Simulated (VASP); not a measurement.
# CO2 (Fm-3m) in VASP: further runs

CO2 is run at these levels: PBEsol; tasks: single point, relaxation of cell and atoms.

Everything below comes from runs of VASP 6.6.1. Logs are shortened: lines on timing, memory, paths and dates and some standing lists are left out, and cuts for length are marked.

**1. The cell of the first run**

The structure is cubic, space group Fm-3m (No. 225). The conventional cell has a = 4.428 Å, b = 4.428 Å, c = 4.428 Å, α = 90.00°, β = 90.00°, γ = 90.00°. Within 2.5 Å of C (site symmetry m-3m) lie 8 O at 1.92 Å. O (site symmetry -43m) has 4 C at 1.92 Å and 6 O at 2.21 Å within 2.5 Å.

**2. Single point, PBEsol**

Contents of INCAR:

```
SYSTEM = CO2
  ALGO = Normal
  EDIFF = 1E-6
  ENCUT = 600
  GGA = PS
  GGA_COMPAT = .False.
  ISIF = 2
  ISMEAR = -1
  LASPH = .True.
  LCHARG = .True.
  LELF = .True.
  LREAL = .False.
  LVHAR = .True.
  LWAVE = .False.
  NBANDS = 15
  NELM = 120
  PREC = Accurate
  SIGMA = 0.02
```

Contents of KPOINTS:

```
k-points
0
Gamma
  8 8 8
  0 0 0
```

Contents of POSCAR:

```
CO2
1.0
    0.0000000000      2.2142207985      2.2142207985
    2.2142207985      0.0000000000      2.2142207985
    2.2142207985      2.2142207985      0.0000000000
C O
1 2
Direct
    0.0000000000      0.0000000000      0.0000000000
    0.2500000000      0.2500000000      0.2500000000
    0.7500000000      0.7500000000      0.7500000000
```

Potentials or basis: VASP PAW PBE potentials, release 64 (C, O).

Run with:

```
$ cat potpaw_PBE.64/C/POTCAR potpaw_PBE.64/O/POTCAR > POTCAR
$ mpirun -np 1 vasp_std > vasp.out
```

OUTCAR:

```text
SYSTEM = CO2
   EDIFF = 1E-6
   ENCUT = 600
   GGA = PS
   ISIF = 2
   ISMEAR = -1
   LASPH = .True.
   LREAL = .False.
   NELM = 120
   PREC = Accurate

 ion  position               nearest neighbor table
   1  0.000  0.000  0.000-   2 1.92   3 1.92   3 1.92   3 1.92   3 1.92   2 1.92   2 1.92   2 1.92

   2  0.250  0.250  0.250-   1 1.92   1 1.92   1 1.92   1 1.92
   3  0.750  0.750  0.750-   1 1.92   1 1.92   1 1.92   1 1.92

  LATTYP: Found a face centered cubic cell.
 ALAT       =     4.4284415970

  Lattice vectors:

 A1 = (   0.0000000000,   2.2142207985,   2.2142207985)
 A2 = (   2.2142207985,   0.0000000000,   2.2142207985)
 A3 = (   2.2142207985,   2.2142207985,   0.0000000000)

Analysis of symmetry for initial positions (statically):
=====================================================================
 Subroutine PRICEL returns:
 Original cell was already a primitive cell.

 Routine SETGRP: Setting up the symmetry group for a
 face centered cubic supercell.

 Subroutine GETGRP returns: Found 48 space group operations
 (whereof 48 operations were pure point group operations)
 out of a pool of 48 trial point group operations.

The static configuration has the point symmetry O_h .

Analysis of symmetry for dynamics (positions and initial velocities):
=====================================================================
 Subroutine PRICEL returns:
 Original cell was already a primitive cell.

 Routine SETGRP: Setting up the symmetry group for a
 face centered cubic supercell.

 Subroutine GETGRP returns: Found 48 space group operations
 (whereof 48 operations were pure point group operations)
 out of a pool of 48 trial point group operations.

The dynamic configuration has the point symmetry O_h .

 Subroutine INISYM returns: Found 48 space group operations
 (whereof 48 operations are pure point group operations),
 and found     1 'primitive' translations

----------------------------------------------------------------------------------------

                                     Primitive cell

  volume of cell :      21.7116

  direct lattice vectors                    reciprocal lattice vectors
     0.000000000  2.214220798  2.214220798    -0.225813072  0.225813072  0.225813072
     2.214220798  0.000000000  2.214220798     0.225813072 -0.225813072  0.225813072
     2.214220798  2.214220798  0.000000000     0.225813072  0.225813072 -0.225813072

  length of vectors
     3.131381083  3.131381083  3.131381083     0.391119713  0.391119713  0.391119713

  position of ions in fractional coordinates (direct lattice)
     0.000000000  0.000000000  0.000000000
     0.250000000  0.250000000  0.250000000
     0.750000000  0.750000000  0.750000000

  ion indices of the primitive-cell ions
   primitive index   ion index
                 1           1
                 2           2
                 3           3

----------------------------------------------------------------------------------------

 KPOINTS: k-points

Automatic generation of k-mesh.
 Grid dimensions read from file:
 generate k-points for:    8    8    8

 Generating k-lattice:

  Cartesian coordinates                     Fractional coordinates (reciprocal lattice)
    -0.028226634  0.028226634  0.028226634     0.125000000  0.000000000  0.000000000
     0.028226634 -0.028226634  0.028226634     0.000000000  0.125000000  0.000000000
     0.028226634  0.028226634 -0.028226634     0.000000000  0.000000000  0.125000000

  Length of vectors
     0.048889964  0.048889964  0.048889964

  Shift w.r.t. Gamma in fractional coordinates (k-lattice)
     0.000000000  0.000000000  0.000000000

 Subroutine IBZKPT returns following result:
 ===========================================

 Found     29 irreducible k-points:

 Following reciprocal coordinates:
            Coordinates               Weight
  0.000000  0.000000  0.000000      1.000000
  0.125000  0.000000  0.000000      8.000000
  0.250000  0.000000  0.000000      8.000000
  0.375000  0.000000  0.000000      8.000000
  0.500000  0.000000  0.000000      4.000000
  0.125000  0.125000  0.000000      6.000000
[... 16 lines left out ...]
  0.500000  0.250000  0.125000     48.000000
 -0.375000  0.250000  0.125000     24.000000
 [... further k-points ...]
   k-points           NKPTS =     29   k-points in BZ     NKDIM =     29   number of bands    NBANDS=     15
   number of dos      NEDOS =    301   number of ions     NIONS =      3
   total plane-waves  NPLWV =  21952
   dimension x,y,z NGX =    28 NGY =   28 NGZ =   28
   dimension x,y,z NGXF=    56 NGYF=   56 NGZF=   56
   ions per type =               1   2
   NGX,Y,Z   is equivalent  to a cutoff of  14.87, 14.87, 14.87 a.u.
   NGXF,Y,Z  is equivalent  to a cutoff of  29.73, 29.73, 29.73 a.u.
 SYSTEM =  CO2
   PREC   = accura    normal or accurate (medium, high low for compatibility)
   ISTART =      0    job   : 0-new  1-cont  2-samecut
   ICHARG =      2    charge: 1-file 2-atom 10-const
   ISPIN  =      1    spin polarized calculation?
   LNONCOLLINEAR =      F non collinear calculations
   LSORBIT =      F    spin-orbit coupling
   LASPH  =      T    aspherical Exc in radial PAW
   ENCUT  =  600.0 eV  44.10 Ry    6.64 a.u.   6.25  6.25  6.25*2*pi/ulx,y,z
   NELM   =    120;   NELMIN=  2; NELMDL= -5     # of ELM steps
   EDIFF  = 0.1E-05   stopping-criterion for ELM
   LREAL  =      F    real-space projection
   EDIFFG = 0.1E-04   stopping-criterion for IOM
   NSW    =      0    number of steps for IOM
   IBRION =     -1    ionic relax: 0-MD 1-quasi-New 2-CG
   NFREE  =      0    steps in history (QN), initial steepest desc. (CG)
   ISIF   =      2    stress and relaxation
   ISYM   =      2    0-nonsym 1-usesym 2-fastsym
   POTIM  = 0.5000    time-step for ionic-motion
   TEBEG  =    0.0;   TEEND  =   0.0 temperature during run
   PSTRESS=    0.0 pullay stress
   NELECT =      16.0000    total number of electrons
   NUPDOWN=      -1.0000    fix difference up-down
   EMIN   =  10.00;   EMAX   =-10.00  energy-range for DOS
   EFERMI =   0.00;   METHOD = LEGACY
   ISMEAR =    -1;   SIGMA  =   0.02  broadening in eV -4-tet -1-fermi 0-gaus
   EFERMI_NEDOS =   21; number of points for ismear=-14 and -15
   IALGO  =     38    algorithm
   IMIX   =      4    mixing-type and parameters
     AMIX     =   0.40;   BMIX     =  1.00
     AMIX_MAG =   1.60;   BMIX_MAG =  1.00
  volume/ion in A,a.u.               =       7.24        48.84
  Fermi-wavevector in a.u.,A,eV,Ry     =   1.478713  2.794362 29.750393  2.186592
  Thomas-Fermi vector in A             =   2.592960
   LORBIT       =      0    0 simple, 1 ext, 2 COOP (PROOUT), +10 PAW based schemes
   GGA     = PS    functional components
   LHFCALC =     F    Hartree Fock is set to
   AEXX    =    0.0000 exact exchange contribution
   IVDW    =     0    specifies the selected vdW correction
   LEPSILON=     F    determine dielectric tensor
   LRPA    =     F    only Hartree local field effects (RPA)
 non-spin polarized calculation
  energy-cutoff  :      600.00
  volume of cell :       21.71
 maximum number of plane-waves:       740
 NGX is ok and might be reduce to    28
   NGX = 13   NGY = 13   NGZ = 13

 number of electron      15.9999998 magnetization

 Free energy of the ion-electron system (eV)
  ---------------------------------------------------
  ext. energy  EPLUGINS =         0.00000000
  ---------------------------------------------------
  free energy    TOTEN  =       -13.59055415 eV

  energy without entropy =      -13.58805340  energy(sigma->0) =      -13.58930378

 E-fermi :   5.3232     XC(G=0): -12.5611

 val. band max:        5.2713551424   @ k =  -0.3750   0.5000   0.1250
 cond. band min:       5.3440675943   @ k =   0.2500   0.1250   0.0000
 fundamental gap:      0.0727124519
 Fermi energy:         5.3231892970

 k-point     1 :       0.0000    0.0000    0.0000
  band No.  band energies     occupation
      1     -17.3736      2.00000
      2     -10.0360      2.00000
      3       0.7426      2.00000
      4       0.7426      2.00000
      5       0.7426      2.00000
      6       1.4005      2.00000
      7       2.3750      2.00000
      8       2.3750      2.00000
      9       2.3750      2.00000
     10       7.9044      0.00000
     11       7.9044      0.00000
     12       7.9044      0.00000
     13      19.7687      0.00000
     14      23.7036      0.00000
     15      23.7036      0.00000

 k-point     2 :       0.1250    0.0000    0.0000
  band No.  band energies     occupation
      1     -17.1380      2.00000
      2     -10.3105      2.00000
      3      -0.6991      2.00000
      4       0.5268      2.00000
      5       0.5268      2.00000
      6       0.9685      2.00000
      7       2.4230      2.00000
      8       2.4230      2.00000
      9       4.3021      2.00000
     10       8.0691      0.00000
     11       8.1262      0.00000
     12       8.1262      0.00000
     13      19.9515      0.00000
     14      23.8906      0.00000
     15      23.8906      0.00000

 k-point     3 :       0.2500    0.0000    0.0000
  band No.  band energies     occupation
      1     -16.4464      2.00000
      2     -11.1409      2.00000
      3      -2.4604      2.00000
      4       0.1528      2.00000
      5       0.1528      2.00000
      6       0.8644      2.00000
      7       2.3496      2.00000
      8       2.3496      2.00000
      9       5.9981      0.00000
     10       8.7586      0.00000
     11       8.7586      0.00000
     12       8.9362      0.00000
     13      19.9710      0.00000
     14      24.2813      0.00000
     15      24.2813      0.00000
[... 343 lines left out ...]
 k-point    23 :       0.5000    0.2500    0.1250
  band No.  band energies     occupation
      1     -14.8746      2.00000
      2     -12.4213      2.00000
      3      -5.2847      2.00000
      4      -1.9901      2.00000
      5      -0.2719      2.00000
      6       1.1680      2.00000
      7       3.5177      2.00000
      8       4.5821      2.00000
      9       6.1163      0.00000
     10       9.2739      0.00000
     11       9.9733      0.00000
     12      10.4067      0.00000
     13      18.5960      0.00000
     14      25.3281      0.00000
     15      26.8959      0.00000

 k-point    24 :      -0.3750    0.2500    0.1250
  band No.  band energies     occupation
      1     -13.7418      2.00000
      2     -13.5409      2.00000
      3      -5.7045      2.00000
      4      -2.2180      2.00000
      5       0.3064      2.00000
      6       0.4212      2.00000
      7       3.8779      2.00000
      8       4.4276      2.00000
      9       6.3981      0.00000
     10       9.9386      0.00000
     11      10.0630      0.00000
     12      10.4244      0.00000
     13      18.3369      0.00000
     14      25.6117      0.00000
     15      27.2455      0.00000

 [... further k-points ...]
[... 5 lines left out ...]
  --------------------------------------------------------------------------------------
  -------------------------------------------------------------------------------------
  Total       -0.0477025     -0.0477025     -0.0477025     -0.0000000     -0.0000000      0.0000000
  in kB       -3.5201314     -3.5201314     -3.5201314     -0.0000000     -0.0000000      0.0000000
  external PRESSURE =      -3.5201314 kB  Pullay stress =       0.0000000 kB

 VOLUME and BASIS-vectors are now :
 -----------------------------------------------------------------------------
  energy-cutoff  :      600.00
  volume of cell :       21.71
      direct lattice vectors                 reciprocal lattice vectors
     0.000000000  2.214220798  2.214220798    -0.225813072  0.225813072  0.225813072
     2.214220798  0.000000000  2.214220798     0.225813072 -0.225813072  0.225813072
     2.214220798  2.214220798  0.000000000     0.225813072  0.225813072 -0.225813072

 POSITION                                       TOTAL-FORCE (eV/Angst)
 -----------------------------------------------------------------------------------
      0.00000      0.00000      0.00000        -0.000000      0.000000     -0.000000
      1.10711      1.10711      1.10711         0.000000      0.000000      0.000000
      3.32133      3.32133      3.32133        -0.000000     -0.000000      0.000000
 -----------------------------------------------------------------------------------
    total drift:                                0.000000      0.000000      0.000000

  FREE ENERGIE OF THE ION-ELECTRON SYSTEM (eV)
  ---------------------------------------------------
  free  energy   TOTEN  =       -13.5905541530 eV

  energy  without entropy=      -13.5880533994  energy(sigma->0) =      -13.58930378
```

Run time: 10 s. Hardware: 1 thread of AMD EPYC 9R45 (Zen 5), shared host; peak memory 0.12 GiB.

Results:

| Item | Value |
| --- | --- |
| Free energy | -13.5906 eV |
| Pressure | -0.4 GPa |
| Band gap on the k mesh | zero (bands 8 and 9 overlap by 3.23 eV) |

Levels at points of the mesh, in eV from the Fermi level:
```csv
k point,band 4,band 5,band 6,band 7,band 8,band 9,band 10,band 11,band 12,band 13
"(0.00, 0.00, 0.00)",-4.58,-4.58,-3.92,-2.95,-2.95,-2.95,2.58,2.58,2.58,14.45
"(0.50, 0.00, 0.00)",-5.52,-5.52,-4.68,-3.30,-3.30,1.79,4.51,4.51,5.39,14.19
"(0.50, 0.50, 0.00)",-8.10,-8.10,-1.14,-0.15,-0.15,0.58,2.79,5.59,5.59,12.61
```

Caveat: the PAW data sets were made with another functional, which shifts forces and pressure a little.

**3. Relaxation of cell and atoms, PBEsol**

This run uses another cell than the first one, of 7.85 Å³/atom.

Contents of INCAR:

```
ALGO = Normal
EDIFF = 1E-7
EDIFFG = -0.02
ENCUT = 600
GGA = PS
GGA_COMPAT = F
IBRION = 2
ISIF = 3
ISMEAR = -1
LASPH = T
LCHARG = F
LREAL = F
LWAVE = F
NELM = 120
NELMIN = 4
NSW = 60
PREC = Accurate
SIGMA = 0.02
```

Contents of KPOINTS:

```
k-points
0
Gamma
  8 8 8
```

Contents of POSCAR:

```
CO2
1.0
    0.0000000000      2.2750000000      2.2750000000
    2.2750000000      0.0000000000      2.2750000000
    2.2750000000      2.2750000000      0.0000000000
C O
1 2
Direct
    0.0000000000      0.0000000000      0.0000000000
    0.2500000000      0.2500000000      0.2500000000
    0.7500000000      0.7500000000      0.7500000000
```

Potentials or basis: VASP PAW PBE potentials, release 64 (C, O).

Run with:

```
$ cat potpaw_PBE.64/C/POTCAR potpaw_PBE.64/O/POTCAR > POTCAR
$ mpirun -np 1 vasp_std > vasp.out
```

Run time: 18 s. Hardware: 1 thread of AMD EPYC 9R45 (Zen 5), shared host; peak memory 0.12 GiB.

The run converged. Its results:

```yaml
Free_energy: -13.5978 eV
Relaxed_volume: 7.22 Å³/atom
Relaxed_cell: a = 3.129 Å, b = 3.129 Å, c = 3.129 Å, α = 60.00°, β = 60.00°, γ = 60.00°
Space_group_after_relaxing_to_0.1_Å: Fm-3m (No. 225)
Energy_gained_by_relaxing: 28.9 meV/atom
Ionic_steps: 3
Pressure_after_relaxing: 0.0 GPa
Band_gap_on_the_k_mesh: zero (bands 8 and 9 overlap by 3.24 eV)
```

Step by step:
| step | energy change (eV) | largest force (eV/Å) | pressure (GPa) | volume (Å³) |
| --- | --- | --- | --- | --- |
| 1 | 0.0000 | 0.0000 | -13.78 | 23.55 |
| 2 | -0.0834 | 0.0000 | 3.10 | 21.32 |
| 3 | -0.0866 | 0.0000 | 0.01 | 21.66 |

Final structure:
```xyz
3
Lattice="0.0000 2.2123 2.2123 2.2123 0.0000 2.2123 2.2123 2.2123 0.0000" Properties=species:S:1:pos:R:3 pbc="T T T"
C     0.0000    0.0000    0.0000
O     1.1062    1.1062    1.1062
O     3.3185    3.3185    3.3185
```

Levels at points of the mesh, in eV from the Fermi level:
```tsv
k point	band 6	band 7	band 8	band 9	band 10	band 11
(0.00, 0.00, 0.00)	-3.91	-2.96	-2.96	-2.96	2.58	2.58
(0.50, 0.00, 0.00)	-4.69	-3.31	-3.31	1.80	4.52	4.52
(0.50, 0.50, 0.00)	-1.14	-0.15	-0.15	0.58	2.80	5.60
```

Caveat: the PAW data sets were made with another functional, which shifts forces and pressure a little.
